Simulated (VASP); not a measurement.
# Sc in VASP: notebook

Sc is run at these levels: RPBE, SVWN5, RPBE+D3(BJ), PBEsol+D3(BJ); tasks: single point.

Program: VASP 6.6.1. These are calculated values, not measurements. Logs are shortened: lines on timing, memory, paths and dates and some standing lists are left out, and cuts for length are marked.

### 1 The cell of the first run

Symmetry: Fm-3m, No. 225, cubic system. Conventional cell: a = 4.520 Å, b = 4.520 Å, c = 4.520 Å, α = 90.00°, β = 90.00°, γ = 90.00°. Sc (site symmetry m-3m) has 12 Sc at 3.20 Å within 4.2 Å.

### 2 Single point, RPBE

Input file INCAR:

```
PREC = Accurate
ENCUT = 520
EDIFF = 1E-6
ISMEAR = 0
SIGMA = 0.1
LREAL = F
LASPH = T
NELM = 100
ALGO = Normal
ISIF = 2
LWAVE = F
LCHARG = F
GGA = RP
NBANDS = 12
```

Input file KPOINTS:

```
Automatic mesh
0
Gamma
  10 10 10
```

Input file POSCAR:

```
Sc
1.0
    0.0000000000      2.2600000000      2.2600000000
    2.2600000000      0.0000000000      2.2600000000
    2.2600000000      2.2600000000      0.0000000000
Sc
1
Direct
    0.0000000000      0.0000000000      0.0000000000
```

Potentials or basis: VASP PAW PBE potentials, release 64 (Sc_sv).

Started as:

```bash
$ cat potpaw_PBE.64/Sc_sv/POTCAR > POTCAR
$ mpirun -np 1 vasp_std > vasp.out
```

OUTCAR:

```text
PREC = Accurate
   ENCUT = 520
   EDIFF = 1E-6
   ISMEAR = 0
   LREAL = F
   LASPH = T
   NELM = 100
   ISIF = 2
   GGA = RP

 ion  position               nearest neighbor table
   1  0.000  0.000  0.000-

  LATTYP: Found a face centered cubic cell.
 ALAT       =     4.5200000000

  Lattice vectors:

 A1 = (   0.0000000000,   2.2600000000,   2.2600000000)
 A2 = (   2.2600000000,   0.0000000000,   2.2600000000)
 A3 = (   2.2600000000,   2.2600000000,   0.0000000000)

Analysis of symmetry for initial positions (statically):
=====================================================================
 Subroutine PRICEL returns:
 Original cell was already a primitive cell.

 Routine SETGRP: Setting up the symmetry group for a
 face centered cubic supercell.

 Subroutine GETGRP returns: Found 48 space group operations
 (whereof 48 operations were pure point group operations)
 out of a pool of 48 trial point group operations.

The static configuration has the point symmetry O_h .

Analysis of symmetry for dynamics (positions and initial velocities):
=====================================================================
 Subroutine PRICEL returns:
 Original cell was already a primitive cell.

 Routine SETGRP: Setting up the symmetry group for a
 face centered cubic supercell.

 Subroutine GETGRP returns: Found 48 space group operations
 (whereof 48 operations were pure point group operations)
 out of a pool of 48 trial point group operations.

The dynamic configuration has the point symmetry O_h .

 Subroutine INISYM returns: Found 48 space group operations
 (whereof 48 operations are pure point group operations),
 and found     1 'primitive' translations

----------------------------------------------------------------------------------------

                                     Primitive cell

  volume of cell :      23.0864

  direct lattice vectors                    reciprocal lattice vectors
     0.000000000  2.260000000  2.260000000    -0.221238938  0.221238938  0.221238938
     2.260000000  0.000000000  2.260000000     0.221238938 -0.221238938  0.221238938
     2.260000000  2.260000000  0.000000000     0.221238938  0.221238938 -0.221238938

  length of vectors
     3.196122651  3.196122651  3.196122651     0.383197081  0.383197081  0.383197081

  position of ions in fractional coordinates (direct lattice)
     0.000000000  0.000000000  0.000000000

  ion indices of the primitive-cell ions
   primitive index   ion index
                 1           1

----------------------------------------------------------------------------------------

 KPOINTS: Automatic mesh

Automatic generation of k-mesh.
 Grid dimensions read from file:
 generate k-points for:   10   10   10

 Generating k-lattice:

  Cartesian coordinates                     Fractional coordinates (reciprocal lattice)
    -0.022123894  0.022123894  0.022123894     0.100000000  0.000000000  0.000000000
     0.022123894 -0.022123894  0.022123894     0.000000000  0.100000000  0.000000000
     0.022123894  0.022123894 -0.022123894     0.000000000  0.000000000  0.100000000

  Length of vectors
     0.038319708  0.038319708  0.038319708

  Shift w.r.t. Gamma in fractional coordinates (k-lattice)
     0.000000000  0.000000000  0.000000000

 Subroutine IBZKPT returns following result:
 ===========================================

 Found     47 irreducible k-points:

 Following reciprocal coordinates:
            Coordinates               Weight
  0.000000  0.000000  0.000000      1.000000
  0.100000  0.000000  0.000000      8.000000
  0.200000  0.000000  0.000000      8.000000
  0.300000  0.000000  0.000000      8.000000
  0.400000  0.000000  0.000000      8.000000
  0.500000  0.000000  0.000000      4.000000
[... 16 lines left out ...]
  0.300000  0.300000  0.000000      6.000000
  0.400000  0.300000  0.000000     24.000000
 [... further k-points ...]
   k-points           NKPTS =     47   k-points in BZ     NKDIM =     47   number of bands    NBANDS=     12
   number of dos      NEDOS =    301   number of ions     NIONS =      1
   total plane-waves  NPLWV =  13824
   dimension x,y,z NGX =    24 NGY =   24 NGZ =   24
   dimension x,y,z NGXF=    48 NGYF=   48 NGZF=   48
   ions per type =               1
   NGX,Y,Z   is equivalent  to a cutoff of  12.48, 12.48, 12.48 a.u.
   NGXF,Y,Z  is equivalent  to a cutoff of  24.97, 24.97, 24.97 a.u.
 SYSTEM =  unknown system
   PREC   = accura    normal or accurate (medium, high low for compatibility)
   ISTART =      0    job   : 0-new  1-cont  2-samecut
   ICHARG =      2    charge: 1-file 2-atom 10-const
   ISPIN  =      1    spin polarized calculation?
   LNONCOLLINEAR =      F non collinear calculations
   LSORBIT =      F    spin-orbit coupling
   LASPH  =      T    aspherical Exc in radial PAW
   ENCUT  =  520.0 eV  38.22 Ry    6.18 a.u.   5.94  5.94  5.94*2*pi/ulx,y,z
   NELM   =    100;   NELMIN=  2; NELMDL= -5     # of ELM steps
   EDIFF  = 0.1E-05   stopping-criterion for ELM
   LREAL  =      F    real-space projection
   EDIFFG = 0.1E-04   stopping-criterion for IOM
   NSW    =      0    number of steps for IOM
   IBRION =     -1    ionic relax: 0-MD 1-quasi-New 2-CG
   NFREE  =      0    steps in history (QN), initial steepest desc. (CG)
   ISIF   =      2    stress and relaxation
   ISYM   =      2    0-nonsym 1-usesym 2-fastsym
   POTIM  = 0.5000    time-step for ionic-motion
   TEBEG  =    0.0;   TEEND  =   0.0 temperature during run
   PSTRESS=    0.0 pullay stress
   NELECT =      11.0000    total number of electrons
   NUPDOWN=      -1.0000    fix difference up-down
   EMIN   =  10.00;   EMAX   =-10.00  energy-range for DOS
   EFERMI =   0.00;   METHOD = LEGACY
   ISMEAR =     0;   SIGMA  =   0.10  broadening in eV -4-tet -1-fermi 0-gaus
   EFERMI_NEDOS =   21; number of points for ismear=-14 and -15
   IALGO  =     38    algorithm
   IMIX   =      4    mixing-type and parameters
     AMIX     =   0.40;   BMIX     =  1.00
     AMIX_MAG =   1.60;   BMIX_MAG =  1.00
  volume/ion in A,a.u.               =      23.09       155.79
  Fermi-wavevector in a.u.,A,eV,Ry     =   1.278657  2.416311 22.245021  1.634963
  Thomas-Fermi vector in A             =   2.411187
   LORBIT       =      0    0 simple, 1 ext, 2 COOP (PROOUT), +10 PAW based schemes
   GGA     = RP    functional components
   LHFCALC =     F    Hartree Fock is set to
   AEXX    =    0.0000 exact exchange contribution
   IVDW    =     0    specifies the selected vdW correction
   LEPSILON=     F    determine dielectric tensor
   LRPA    =     F    only Hartree local field effects (RPA)
 non-spin polarized calculation
 Gauss-broadening in eV      SIGMA  =   0.10
  energy-cutoff  :      520.00
  volume of cell :       23.09
 maximum number of plane-waves:       636
   NGX = 11   NGY = 11   NGZ = 11

 number of electron      11.0000000 magnetization

 Free energy of the ion-electron system (eV)
  ---------------------------------------------------
  ext. energy  EPLUGINS =         0.00000000
  ---------------------------------------------------
  free energy    TOTEN  =        -5.84691694 eV

  energy without entropy =       -5.83673662  energy(sigma->0) =       -5.84182678

 E-fermi :   4.2481     XC(G=0): -10.0202

 val. band max:        4.2440689252   @ k =  -0.4000   0.4000   0.2000
 cond. band min:       4.2936470702   @ k =   0.4000   0.2000   0.0000
 fundamental gap:      0.0495781450
 Fermi energy:         4.2481151563

 k-point     1 :       0.0000    0.0000    0.0000
  band No.  band energies     occupation
      1     -45.1462      2.00000
      2     -23.4579      2.00000
      3     -23.4579      2.00000
      4     -23.4579      2.00000
      5      -1.0657      2.00000
      6       5.9436      0.00000
      7       5.9436      0.00000
      8       5.9436      0.00000
      9       7.4464      0.00000
     10       7.4464      0.00000
     11      17.0699      0.00000
     12      20.7692      0.00000

 k-point     2 :       0.1000    0.0000    0.0000
  band No.  band energies     occupation
      1     -45.1388      2.00000
      2     -23.5060      2.00000
      3     -23.4639      2.00000
      4     -23.4639      2.00000
      5      -0.7990      2.00000
      6       5.7427      0.00000
      7       6.0397      0.00000
      8       6.0397      0.00000
      9       7.3798      0.00000
     10       7.3798      0.00000
     11      17.3062      0.00000
     12      19.0380      0.00000

 k-point     3 :       0.2000    0.0000    0.0000
  band No.  band energies     occupation
      1     -45.1196      2.00000
      2     -23.6303      2.00000
      3     -23.4798      2.00000
      4     -23.4798      2.00000
      5      -0.0499      2.00000
      6       5.2777      0.00000
      7       6.1802      0.00000
      8       6.1802      0.00000
      9       7.3624      0.00000
     10       7.3624      0.00000
     11      16.3416      0.00000
     12      17.9097      0.00000
[... 286 lines left out ...]
 k-point    23 :       0.3000    0.3000    0.0000
  band No.  band energies     occupation
      1     -45.0792      2.00000
      2     -23.7646      2.00000
      3     -23.5706      2.00000
      4     -23.5706      2.00000
      5       1.5549      2.00000
      6       4.2340      1.15809
      7       5.7689      0.00000
      8       7.3324      0.00000
      9       7.3324      0.00000
     10       8.0577      0.00000
     11      16.5239      0.00000
     12      16.5239      0.00000

 k-point    24 :       0.4000    0.3000    0.0000
  band No.  band energies     occupation
      1     -45.0639      2.00000
      2     -23.8279      2.00000
      3     -23.6053      2.00000
      4     -23.5898      2.00000
      5       2.2311      2.00000
      6       3.9912      1.99972
      7       5.5200      0.00000
      8       7.4716      0.00000
      9       8.0404      0.00000
     10       8.3567      0.00000
     11      14.5632      0.00000
     12      15.8100      0.00000

 [... further k-points ...]
[... 5 lines left out ...]
  --------------------------------------------------------------------------------------
  -------------------------------------------------------------------------------------
  Total        0.8809334      0.8809334      0.8809334      0.0000000      0.0000000      0.0000000
  in kB       61.1361885     61.1361885     61.1361885      0.0000000      0.0000000      0.0000000
  external PRESSURE =      61.1361885 kB  Pullay stress =       0.0000000 kB

 VOLUME and BASIS-vectors are now :
 -----------------------------------------------------------------------------
  energy-cutoff  :      520.00
  volume of cell :       23.09
      direct lattice vectors                 reciprocal lattice vectors
     0.000000000  2.260000000  2.260000000    -0.221238938  0.221238938  0.221238938
     2.260000000  0.000000000  2.260000000     0.221238938 -0.221238938  0.221238938
     2.260000000  2.260000000  0.000000000     0.221238938  0.221238938 -0.221238938

 POSITION                                       TOTAL-FORCE (eV/Angst)
 -----------------------------------------------------------------------------------
      0.00000      0.00000      0.00000         0.000000      0.000000      0.000000
 -----------------------------------------------------------------------------------
    total drift:                                0.000000     -0.000000     -0.000000

  FREE ENERGIE OF THE ION-ELECTRON SYSTEM (eV)
  ---------------------------------------------------
  free  energy   TOTEN  =        -5.8469169403 eV

  energy  without entropy=       -5.8367366190  energy(sigma->0) =       -5.84182678
```

It took 9.2 s on 1 thread of Intel Xeon Platinum 8375C at 2.90GHz (Ice Lake), shared host; peak memory 0.14 GiB.

What came out:

- Free energy: -5.8469 eV
- Pressure: 6.1 GPa

Levels at points of the mesh, in eV from the Fermi level:
```tsv
k point	band 2	band 3	band 4	band 5	band 6	band 7	band 8	band 9
(0.00, 0.00, 0.00)	-27.71	-27.71	-27.71	-5.31	1.70	1.70	1.70	3.20
(0.50, 0.00, 0.00)	-28.19	-27.77	-27.77	-1.82	0.32	1.57	1.57	4.16
(0.50, 0.50, 0.00)	-28.16	-27.88	-27.88	-1.65	-0.70	2.14	4.16	4.41
```

Caveat: the PAW data sets were made with another functional, which shifts forces and pressure a little.

(Continued in part 2 of 2.)
